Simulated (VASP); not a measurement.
# Si2W (I4/mmm) in VASP: relaxation of the atoms with PBE

Aim: the relaxation of the atoms of Si2W with PBE.

All numbers are computed with VASP 6.6.1; they aren't measurements. Logs are shortened: lines on timing, memory, paths and dates and some standing lists are left out, and cuts for length are marked.

### 1 The cell of the first run

Symmetry: I4/mmm, No. 139, tetragonal system. Conventional cell: a = 3.214 Å, b = 3.214 Å, c = 7.908 Å, α = 90.00°, β = 90.00°, γ = 90.00°. Within 3.5 Å of Si (site symmetry 4mm) lie 9 Si at 2.62 to 3.21 Å and 5 W at 2.62 to 2.64 Å. W (site symmetry 4/mmm) has 10 Si at 2.62 to 2.64 Å and 4 W at 3.21 Å within 3.5 Å.

### 2 Relaxation of the atoms, PBE (z stretched by +1 %)

File INCAR:

```
SYSTEM = Si2W
ALGO = Normal
EDIFF = 1E-6
EDIFFG = -0.02
ENCUT = 520
GGA = PE
IBRION = 2
ISIF = 2
ISMEAR = -1
KPAR = 4
LASPH = .TRUE.
LCHARG = .FALSE.
LREAL = .FALSE.
LWAVE = .FALSE.
NELM = 80
NSW = 80
PREC = Accurate
SIGMA = 0.05
```

File KPOINTS:

```
k-points
0
G
  20 20 20
  0 0 0
```

File POSCAR:

```
Si2W
1.0
   -1.6069000000      1.6069000000      3.9540995000
    1.6069000000     -1.6069000000      3.9540995000
    1.6069000000      1.6069000000     -3.9540995000
Si W
2 1
Direct
    0.3343886318      0.3343886318      0.0000000000
    0.6656113682      0.6656113682      0.0000000000
    0.0000000000      0.0000000000      0.0000000000
```

Potentials or basis: VASP PAW PBE potentials, release 64 (Si, W_sv).

Command:

```bash
$ cat potpaw_PBE.64/Si/POTCAR potpaw_PBE.64/W_sv/POTCAR > POTCAR
$ mpirun -np 4 vasp_std > vasp.out
```

OUTCAR:

```text
SYSTEM = Si2W
   EDIFF = 1E-6
   EDIFFG = -0.02
   ENCUT = 520
   GGA = PE
   IBRION = 2
   ISIF = 2
   ISMEAR = -1
   LASPH = .TRUE.
   LREAL = .FALSE.
   NELM = 80
   NSW = 80
   PREC = Accurate

 ion  position               nearest neighbor table
   1  0.334  0.334  0.000-   2 2.62   3 2.62   3 2.62   3 2.62   3 2.62   2 2.64   2 2.64   2 2.64
                             2 2.64   3 2.64
   2  0.666  0.666  0.000-   1 2.62   3 2.62   3 2.62   3 2.62   3 2.62   1 2.64   1 2.64   1 2.64
                             1 2.64   3 2.64
   3  0.000  0.000  0.000-   1 2.62   2 2.62   2 2.62   2 2.62   2 2.62   1 2.62   1 2.62   1 2.62
                             1 2.64   2 2.64

  LATTYP: Found a body centered tetragonal cell.
 ALAT       =     3.2138000000
 C/A-ratio  =     2.4607004170

  Lattice vectors:

 A1 = (  -1.6069000000,   1.6069000000,   3.9540995000)
 A2 = (   1.6069000000,  -1.6069000000,   3.9540995000)
 A3 = (   1.6069000000,   1.6069000000,  -3.9540995000)

Analysis of symmetry for initial positions (statically):
=====================================================================
 Subroutine PRICEL returns:
 Original cell was already a primitive cell.

 Routine SETGRP: Setting up the symmetry group for a
 body centered tetragonal supercell.

 Subroutine GETGRP returns: Found 16 space group operations
 (whereof 16 operations were pure point group operations)
 out of a pool of 16 trial point group operations.

The static configuration has the point symmetry D_4h.

Analysis of symmetry for dynamics (positions and initial velocities):
=====================================================================
 Subroutine PRICEL returns:
 Original cell was already a primitive cell.

 Routine SETGRP: Setting up the symmetry group for a
 body centered tetragonal supercell.

 Subroutine GETGRP returns: Found 16 space group operations
 (whereof 16 operations were pure point group operations)
 out of a pool of 16 trial point group operations.

The dynamic configuration has the point symmetry D_4h.

 Subroutine INISYM returns: Found 16 space group operations
 (whereof 16 operations are pure point group operations),
 and found     1 'primitive' translations

----------------------------------------------------------------------------------------

                                     Primitive cell

[... 103 lines left out ...]
   NELECT =      22.0000    total number of electrons
   NUPDOWN=      -1.0000    fix difference up-down
   EMIN   =  10.00;   EMAX   =-10.00  energy-range for DOS
   EFERMI =   0.00;   METHOD = LEGACY
   ISMEAR =    -1;   SIGMA  =   0.05  broadening in eV -4-tet -1-fermi 0-gaus
   EFERMI_NEDOS =   21; number of points for ismear=-14 and -15
   IALGO  =     38    algorithm
   IMIX   =      4    mixing-type and parameters
     AMIX     =   0.40;   BMIX     =  1.00
     AMIX_MAG =   1.60;   BMIX_MAG =  1.00
  volume/ion in A,a.u.               =      13.61        91.87
  Fermi-wavevector in a.u.,A,eV,Ry     =   1.332050  2.517210 24.141607  1.774358
  Thomas-Fermi vector in A             =   2.461015
   LORBIT       =      0    0 simple, 1 ext, 2 COOP (PROOUT), +10 PAW based schemes
   GGA     = PE    functional components
   LHFCALC =     F    Hartree Fock is set to
   AEXX    =    0.0000 exact exchange contribution
   IVDW    =     0    specifies the selected vdW correction
   LEPSILON=     F    determine dielectric tensor
   LRPA    =     F    only Hartree local field effects (RPA)
 conjugate gradient relaxation of ions
 non-spin polarized calculation
  energy-cutoff  :      520.00
  volume of cell :       40.84
 maximum number of plane-waves:      1134
 NGX is ok and might be reduce to    36
   NGX = 17   NGY = 17   NGZ = 17

 number of electron      22.0000000 magnetization

 Free energy of the ion-electron system (eV)
  ---------------------------------------------------
  ext. energy  EPLUGINS =         0.00000000
  ---------------------------------------------------
  free energy    TOTEN  =       -24.81181325 eV

  energy without entropy =      -24.80959262  energy(sigma->0) =      -24.81070293

 E-fermi :  11.8309     XC(G=0): -12.4825

 val. band max:       11.8294260489   @ k =   0.1000   0.0000  -0.0000
 cond. band min:      11.8362084582   @ k =  -0.2500  -0.3500   0.2500
 fundamental gap:      0.0067824094
 Fermi energy:        11.8308676455

 k-point     1 :       0.0000    0.0000    0.0000
  band No.  band energies     occupation
      1     -62.0511      2.00000
      2     -26.3113      2.00000
      3     -26.2783      2.00000
      4     -26.2783      2.00000
      5      -2.1797      2.00000
      6       5.0129      2.00000
      7       7.9406      2.00000
      8       8.5417      2.00000
      9       9.0478      2.00000
     10       9.0478      2.00000
     11      12.4926      0.00000
     12      14.5500      0.00000
     13      14.7858      0.00000
     14      14.9500      0.00000
[... 401 lines left out ...]
      2     -26.4489      2.00000
      3     -26.2967      2.00000
      4     -26.2676      2.00000
      5      -0.0499      2.00000
      6       3.9519      2.00000
      7       6.4176      2.00000
      8       7.1982      2.00000
      9       9.1957      2.00000
     10       9.4784      2.00000
     11      10.4969      2.00000
     12      13.7056      0.00000
     13      14.4361      0.00000
     14      15.6313      0.00000
     15      16.1312      0.00000

 [... further k-points ...]

------------------------ aborting loop because EDIFF is reached ----------------------------------------

  FORCE on cell =-STRESS in cart. coord.  units (eV):
  Direction    XX          YY          ZZ          XY          YZ          ZX
  --------------------------------------------------------------------------------------
  -------------------------------------------------------------------------------------
  Total        0.5509487      0.5509487     -0.4677110      0.0000000      0.0000000     -0.0000000
  in kB       21.6140638     21.6140638    -18.3485960      0.0000000      0.0000000     -0.0000000
  external PRESSURE =       8.2931772 kB  Pullay stress =       0.0000000 kB

 VOLUME and BASIS-vectors are now :
 -----------------------------------------------------------------------------
  energy-cutoff  :      520.00
  volume of cell :       40.84
      direct lattice vectors                 reciprocal lattice vectors
    -1.606900000  1.606900000  3.954099500     0.000000000  0.311158131  0.126451042
     1.606900000 -1.606900000  3.954099500     0.311158131  0.000000000  0.126451042
     1.606900000  1.606900000 -3.954099500     0.311158131  0.311158131  0.000000000

 POSITION                                       TOTAL-FORCE (eV/Angst)
 -----------------------------------------------------------------------------------
      0.00000      0.00000      2.64441         0.000000      0.000000      0.016814
      0.00000      0.00000      5.26379        -0.000000     -0.000000     -0.016814
      0.00000      0.00000      0.00000        -0.000000     -0.000000      0.000000
 -----------------------------------------------------------------------------------
    total drift:                               -0.000000      0.000000     -0.000000

  FREE ENERGIE OF THE ION-ELECTRON SYSTEM (eV)
  ---------------------------------------------------
  free  energy   TOTEN  =       -24.8118132472 eV

  energy  without entropy=      -24.8095926185  energy(sigma->0) =      -24.81070293

 reached required accuracy - stopping structural energy minimisation
```

Wall time 55 s (4 MPI ranks of Intel Xeon 6975P-C (Granite Rapids), shared host); peak memory 0.51 GiB.

Results:

```yaml
Free_energy: -24.8118 eV
Pressure_after_relaxing: 0.8 GPa
Largest_force_after_relaxing: 0.017 eV/Å
Band_gap_on_the_k_mesh: zero (bands 11 and 12 overlap by 1.32 eV)
```

Forces on the atoms (eV/Å):
```
Si   0.000  0.000  0.017
Si   0.000  0.000 -0.017
W    0.000  0.000  0.000
```

Final structure:
```cif
data_structure
_symmetry_space_group_name_H-M 'P 1'
_symmetry_Int_Tables_number 1
_cell_length_a 4.5606
_cell_length_b 4.5606
_cell_length_c 4.5606
_cell_angle_alpha 138.739
_cell_angle_beta 138.739
_cell_angle_gamma 59.774
_cell_volume 40.84
loop_
_atom_site_label
_atom_site_type_symbol
_atom_site_fract_x
_atom_site_fract_y
_atom_site_fract_z
_atom_site_occupancy
Si1 Si 0.33439 0.33439 0.00000 1
Si2 Si 0.66561 0.66561 0.00000 1
W1 W 0.00000 0.00000 0.00000 1
```

Levels at points of the mesh, in eV from the Fermi level:
| k point | band 7 | band 8 | band 9 | band 10 | band 11 | band 12 | band 13 | band 14 | band 15 |
| --- | --- | --- | --- | --- | --- | --- | --- | --- | --- |
| (0.00, 0.00, 0.00) | -3.89 | -3.29 | -2.78 | -2.78 | 0.66 | 2.72 | 2.95 | 3.12 | 3.12 |
| (0.50, 0.00, 0.00) | -5.74 | -4.85 | -2.76 | -2.71 | -0.40 | 2.72 | 2.80 | 3.82 | 4.26 |
| (0.50, 0.50, 0.00) | -5.96 | -5.51 | -4.97 | -3.28 | -1.74 | 2.64 | 2.98 | 3.11 | 3.74 |
| (0.50, 0.50, 0.50) | -3.78 | -2.55 | -0.79 | -0.79 | -0.51 | -0.51 | 0.83 | 4.27 | 4.71 |

Caveat: the cell differs from its parent crystal (z stretched by +1 %); the relaxation stopped at its first step, so nothing moved; spin-orbit coupling is left out, which moves the levels of the heavy elements.
